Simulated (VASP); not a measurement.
# Be (P6/mmm) in VASP: a series of runs

Runs on Be. Level: PBEsol. Tasks: single point.

All numbers are computed with VASP 6.6.1; they aren't measurements. Logs are shortened: lines on timing, memory, paths and dates and some standing lists are left out, and cuts for length are marked.

## 1. The cell of the first run

It takes space group P6/mmm (No. 191, hexagonal). Conventional cell: a = 3.561 Å, b = 3.561 Å, c = 2.183 Å, α = 90.00°, β = 90.00°, γ = 120.00°. Be (site symmetry 6/mmm) has 14 Be at 2.18 to 2.33 Å within 2.9 Å. Be (site symmetry -6m2) has 11 Be at 2.06 to 2.33 Å within 2.7 Å.

This isn't the form of Be at room conditions, which is hcp.

## 2. Single point, PBEsol

INCAR

```
  ALGO = Normal
  EDIFF = 1E-6
  ENCUT = 520
  GGA = PS
  ISIF = 2
  ISMEAR = -1
  LASPH = True
  LCHARG = False
  LREAL = False
  LWAVE = False
  NBANDS = 10
  NELM = 60
  PREC = Accurate
  SIGMA = 0.1
```

KPOINTS

```
k-points
0
Gamma
  10 10 14
```

POSCAR

```
Be
1.0
    3.5608267865      0.0000000000      0.0000000000
   -1.7804133932      3.0837664556      0.0000000000
    0.0000000000      0.0000000000      2.1833950715
Be
3
Direct
    1.0000000000      1.0000000000      1.0000000000
    0.3333333333      0.6666666667      0.5000000000
    0.6666666667      0.3333333333      0.5000000000
```

Potentials or basis: VASP PAW PBE potentials, release 64 (Be).

Command:

```sh
$ cat potpaw_PBE.64/Be/POTCAR > POTCAR
$ mpirun -np 1 vasp_std > vasp.out
```

OUTCAR:

```text
EDIFF = 1E-6
   ENCUT = 520
   GGA = PS
   ISIF = 2
   ISMEAR = -1
   LASPH = True
   LREAL = False
   NELM = 60
   PREC = Accurate

 ion  position               nearest neighbor table
   1  0.000  0.000  0.000-   2 2.33   3 2.33   2 2.33   3 2.33   2 2.33   2 2.33   3 2.33   3 2.33
                             3 2.33   3 2.33   2 2.33   2 2.33
   2  0.333  0.667  0.500-   3 2.06   3 2.06   3 2.06   1 2.33   1 2.33   1 2.33   1 2.33   1 2.33
                             1 2.33
   3  0.667  0.333  0.500-   2 2.06   2 2.06   2 2.06   1 2.33   1 2.33   1 2.33   1 2.33   1 2.33
                             1 2.33

  LATTYP: Found a hexagonal cell.
 ALAT       =     3.5608267865
 C/A-ratio  =     0.6131708175

  Lattice vectors:

 A1 = (   3.5608267865,   0.0000000000,   0.0000000000)
 A2 = (  -1.7804133932,   3.0837664556,   0.0000000000)
 A3 = (   0.0000000000,   0.0000000000,   2.1833950715)

Analysis of symmetry for initial positions (statically):
=====================================================================
 Subroutine PRICEL returns:
 Original cell was already a primitive cell.

 Routine SETGRP: Setting up the symmetry group for a
 hexagonal supercell.

 Subroutine GETGRP returns: Found 24 space group operations
 (whereof 24 operations were pure point group operations)
 out of a pool of 24 trial point group operations.

The static configuration has the point symmetry D_6h.

Analysis of symmetry for dynamics (positions and initial velocities):
=====================================================================
 Subroutine PRICEL returns:
 Original cell was already a primitive cell.

 Routine SETGRP: Setting up the symmetry group for a
 hexagonal supercell.

 Subroutine GETGRP returns: Found 24 space group operations
 (whereof 24 operations were pure point group operations)
 out of a pool of 24 trial point group operations.

The dynamic configuration has the point symmetry D_6h.

 Subroutine INISYM returns: Found 24 space group operations
 (whereof 24 operations are pure point group operations),
 and found     1 'primitive' translations

----------------------------------------------------------------------------------------

                                     Primitive cell

  volume of cell :      23.9753

  direct lattice vectors                    reciprocal lattice vectors
     3.560826786  0.000000000  0.000000000     0.280833655  0.162139386  0.000000000
    -1.780413393  3.083766456  0.000000000     0.000000000  0.324278772  0.000000000
[... 96 lines left out ...]
   TEBEG  =    0.0;   TEEND  =   0.0 temperature during run
   PSTRESS=    0.0 pullay stress
   NELECT =       6.0000    total number of electrons
   NUPDOWN=      -1.0000    fix difference up-down
   EMIN   =  10.00;   EMAX   =-10.00  energy-range for DOS
   EFERMI =   0.00;   METHOD = LEGACY
   ISMEAR =    -1;   SIGMA  =   0.10  broadening in eV -4-tet -1-fermi 0-gaus
   EFERMI_NEDOS =   21; number of points for ismear=-14 and -15
   IALGO  =     38    algorithm
   IMIX   =      4    mixing-type and parameters
     AMIX     =   0.40;   BMIX     =  1.00
     AMIX_MAG =   1.60;   BMIX_MAG =  1.00
  volume/ion in A,a.u.               =       7.99        53.93
  Fermi-wavevector in a.u.,A,eV,Ry     =   1.031661  1.949557 14.481014  1.064325
  Thomas-Fermi vector in A             =   2.165820
   LORBIT       =      0    0 simple, 1 ext, 2 COOP (PROOUT), +10 PAW based schemes
   GGA     = PS    functional components
   LHFCALC =     F    Hartree Fock is set to
   AEXX    =    0.0000 exact exchange contribution
   IVDW    =     0    specifies the selected vdW correction
   LEPSILON=     F    determine dielectric tensor
   LRPA    =     F    only Hartree local field effects (RPA)
 non-spin polarized calculation
  energy-cutoff  :      520.00
  volume of cell :       23.98
 maximum number of plane-waves:       674
 NGX is ok and might be reduce to    28
   NGX = 13   NGY = 13   NGZ =  9

 number of electron       6.0000000 magnetization

 Free energy of the ion-electron system (eV)
  ---------------------------------------------------
  ext. energy  EPLUGINS =         0.00000000
  ---------------------------------------------------
  free energy    TOTEN  =       -11.43788743 eV

  energy without entropy =      -11.42107059  energy(sigma->0) =      -11.42947901

 E-fermi :   7.5484     XC(G=0): -10.5756

 val. band max:        7.4886442799   @ k =   0.3000   0.2000   0.5000
 cond. band min:       7.5828783041   @ k =   0.0000   0.0000   0.2143
 fundamental gap:      0.0942340241
 Fermi energy:         7.5484289000

 k-point     1 :       0.0000    0.0000    0.0000
  band No.  band energies     occupation
      1      -4.3548      2.00000
      2       6.2895      1.99999
      3       6.2895      1.99999
      4       6.5093      1.99994
      5       6.5093      1.99994
      6      13.0546      0.00000
      7      13.2877      0.00000
      8      18.2633      0.00000
      9      26.8469      0.00000
     10      26.8954      0.00000
[... 287 lines left out ...]
 k-point    24 :       0.4000    0.1000    0.0714
  band No.  band energies     occupation
      1      -1.8015      2.00000
      2      -0.6460      2.00000
      3       2.2482      2.00000
      4       8.9037      0.00000
      5      15.3138      0.00000
      6      17.7760      0.00000
      7      18.7506      0.00000
      8      19.7726      0.00000
      9      20.2780      0.00000
     10      21.1609      0.00000

 [... further k-points ...]

------------------------ aborting loop because EDIFF is reached ----------------------------------------

  FORCE on cell =-STRESS in cart. coord.  units (eV):
  Direction    XX          YY          ZZ          XY          YZ          ZX
  --------------------------------------------------------------------------------------
  -------------------------------------------------------------------------------------
  Total        0.0574988      0.0574988      0.0378873      0.0000000      0.0000000      0.0000000
  in kB        3.8424184      3.8424184      2.5318588      0.0000000      0.0000000      0.0000000
  external PRESSURE =       3.4055652 kB  Pullay stress =       0.0000000 kB

 VOLUME and BASIS-vectors are now :
 -----------------------------------------------------------------------------
  energy-cutoff  :      520.00
  volume of cell :       23.98
      direct lattice vectors                 reciprocal lattice vectors
     3.560826786  0.000000000  0.000000000     0.280833655  0.162139386  0.000000000
    -1.780413393  3.083766456  0.000000000     0.000000000  0.324278772  0.000000000
     0.000000000  0.000000000  2.183395072     0.000000000  0.000000000  0.458002316

 POSITION                                       TOTAL-FORCE (eV/Angst)
 -----------------------------------------------------------------------------------
      0.00000      0.00000      0.00000        -0.000000      0.000000      0.000000
     -0.00000      2.05584      1.09170        -0.000000      0.000000      0.000000
      1.78041      1.02792      1.09170         0.000000     -0.000000      0.000000
 -----------------------------------------------------------------------------------
    total drift:                                0.000000     -0.000000     -0.000000

  FREE ENERGIE OF THE ION-ELECTRON SYSTEM (eV)
  ---------------------------------------------------
  free  energy   TOTEN  =       -11.4378874325 eV

  energy  without entropy=      -11.4210705870  energy(sigma->0) =      -11.42947901
```

OSZICAR:

```text
N       E                     dE             d eps       ncg     rms          rms(c)
DAV:   1    -0.844814808906E+00   -0.84481E+00   -0.28389E+03  2240   0.507E+02
DAV:   2    -0.112866135458E+02   -0.10442E+02   -0.10004E+02  3158   0.857E+01
DAV:   3    -0.114810409511E+02   -0.19443E+00   -0.19238E+00  2966   0.804E+00
DAV:   4    -0.114814764999E+02   -0.43555E-03   -0.43528E-03  3026   0.414E-01
DAV:   5    -0.114814770476E+02   -0.54767E-06   -0.54759E-06  2780   0.123E-02    0.141E+00
DAV:   6    -0.114503059557E+02    0.31171E-01   -0.46836E-03  2730   0.650E-01    0.851E-01
DAV:   7    -0.114379402664E+02    0.12366E-01   -0.49276E-03  2700   0.618E-01    0.715E-02
DAV:   8    -0.114378878178E+02    0.52449E-04   -0.13794E-04  2948   0.676E-02    0.122E-02
DAV:   9    -0.114378874325E+02    0.38534E-06   -0.39232E-06  3022   0.125E-02
   1 F= -.11437887E+02 E0= -.11429479E+02  d E =-.168168E-01
```

Wall time 25 s (1 thread of Intel Xeon 8259CL, shared host); peak memory 0.14 GiB.

Results:

```yaml
Free_energy: -11.4379 eV
Pressure: 0.3 GPa
Band_gap_on_the_k_mesh: zero (bands 3 and 4 overlap by 4.81 eV)
```

Stress tensor (GPa, compression positive):
```
0.38 0.00 0.00
0.00 0.38 0.00
0.00 0.00 0.25
```

Caveat: the PAW data sets were made with another functional, which shifts forces and pressure a little.

## 3. Single point, PBEsol (7.03 Å³/atom)

This run uses another cell than the first one, of 7.03 Å³/atom.

INCAR

```
PREC     = Accurate       # precision mode
ENCUT    = 520            # plane-wave cutoff, eV
EDIFF    = 1E-6           # SCF threshold, eV
ISMEAR   = -1             # smearing method
SIGMA    = 0.1            # smearing width, eV
LREAL    = False          # projectors in reciprocal space
LASPH    = True           # aspherical terms in the spheres
NELM     = 80             # most SCF steps
ALGO     = Normal         # electronic algorithm
ISIF     = 2              # what is computed and relaxed
LWAVE    = False          # write WAVECAR
LCHARG   = False          # write CHGCAR
GGA      = PS             # functional
NBANDS   = 10             # bands
```

KPOINTS

```
Automatic mesh
0
Gamma
  12 12 16
```

POSCAR

```
Be
1.0
    3.4122832344      0.0000000000      0.0000000000
   -1.7061416172      2.9551239659      0.0000000000
    0.0000000000      0.0000000000      2.0923125003
Be
3
Direct
    1.0000000000      1.0000000000      1.0000000000
    0.3333333333      0.6666666667      0.5000000000
    0.6666666667      0.3333333333      0.5000000000
```

Potentials or basis: VASP PAW PBE potentials, release 64 (Be).

Command:

```sh
$ cat potpaw_PBE.64/Be/POTCAR > POTCAR
$ mpirun -np 1 vasp_std > vasp.out
```

OUTCAR:

```text
PREC = Accurate
   ENCUT = 520
   EDIFF = 1E-6
   ISMEAR = -1
   LREAL = False
   LASPH = True
   NELM = 80
   ISIF = 2
   GGA = PS

 ion  position               nearest neighbor table
   1  0.000  0.000  0.000-   2 2.23   3 2.23   2 2.23   3 2.23   3 2.23   3 2.23   2 2.23   2 2.23
                             3 2.23   3 2.23   2 2.23   2 2.23
   2  0.333  0.667  0.500-   3 1.97   3 1.97   3 1.97   1 2.23   1 2.23   1 2.23   1 2.23   1 2.23
                             1 2.23
   3  0.667  0.333  0.500-   2 1.97   2 1.97   2 1.97   1 2.23   1 2.23   1 2.23   1 2.23   1 2.23
                             1 2.23

  LATTYP: Found a hexagonal cell.
 ALAT       =     3.4122832344
 C/A-ratio  =     0.6131708175

  Lattice vectors:

 A1 = (   3.4122832344,   0.0000000000,   0.0000000000)
 A2 = (  -1.7061416172,   2.9551239659,   0.0000000000)
 A3 = (   0.0000000000,   0.0000000000,   2.0923125003)

Analysis of symmetry for initial positions (statically):
=====================================================================
 Subroutine PRICEL returns:
 Original cell was already a primitive cell.

 Routine SETGRP: Setting up the symmetry group for a
 hexagonal supercell.
[... 181 lines left out ...]
      4       7.4874      2.00000
      5       7.4874      2.00000
      6      15.1867      0.00000
      7      15.5192      0.00000
      8      20.4751      0.00000
      9      30.0946      0.00000
     10      30.1090      0.00000
[... 287 lines left out ...]
 k-point    24 :       0.3333   -0.0000    0.0625
  band No.  band energies     occupation
      1      -2.5311      2.00000
      2       1.5078      2.00000
      3       3.7770      2.00000
      4       9.7180      0.00020
      5      14.7884      0.00000
      6      18.2365      0.00000
      7      20.3074      0.00000
      8      21.5083      0.00000
      9      24.7369      0.00000
     10      25.0986      0.00000

 [... further k-points ...]

------------------------ aborting loop because EDIFF is reached ----------------------------------------

  FORCE on cell =-STRESS in cart. coord.  units (eV):
  Direction    XX          YY          ZZ          XY          YZ          ZX
  --------------------------------------------------------------------------------------
  -------------------------------------------------------------------------------------
  Total        2.6900288      2.6900288      2.0783756      0.0000000     -0.0000000      0.0000000
  in kB      204.2773386    204.2773386    157.8291737      0.0000000     -0.0000000      0.0000000
  external PRESSURE =     188.7946169 kB  Pullay stress =       0.0000000 kB

 VOLUME and BASIS-vectors are now :
 -----------------------------------------------------------------------------
  energy-cutoff  :      520.00
  volume of cell :       21.10
      direct lattice vectors                 reciprocal lattice vectors
     3.412283234  0.000000000  0.000000000     0.293058908  0.169197640  0.000000000
    -1.706141617  2.955123966  0.000000000     0.000000000  0.338395279  0.000000000
     0.000000000  0.000000000  2.092312500     0.000000000  0.000000000  0.477940078

 POSITION                                       TOTAL-FORCE (eV/Angst)
 -----------------------------------------------------------------------------------
      0.00000      0.00000      0.00000        -0.000000      0.000000     -0.000000
     -0.00000      1.97008      1.04616        -0.000000      0.000000     -0.000000
      1.70614      0.98504      1.04616         0.000000      0.000000      0.000000
 -----------------------------------------------------------------------------------
    total drift:                                0.000000     -0.000000     -0.000000

  FREE ENERGIE OF THE ION-ELECTRON SYSTEM (eV)
  ---------------------------------------------------
  free  energy   TOTEN  =       -11.2802113757 eV

  energy  without entropy=      -11.2631498584  energy(sigma->0) =      -11.27168062
```

Run time: 36 s. Hardware: 1 thread of Intel Xeon 8259CL, shared host; peak memory 0.15 GiB.

Results:

```yaml
Free_energy: -11.2802 eV
Pressure: 18.9 GPa
Band_gap_on_the_k_mesh: zero (bands 3 and 4 overlap by 5.34 eV)
```

Stress tensor (GPa, compression positive):
```
20.43  0.00  0.00
 0.00 20.43  0.00
 0.00  0.00 15.78
```

Caveat: the cell stands under pressure; the PAW data sets were made with another functional, which shifts forces and pressure a little.
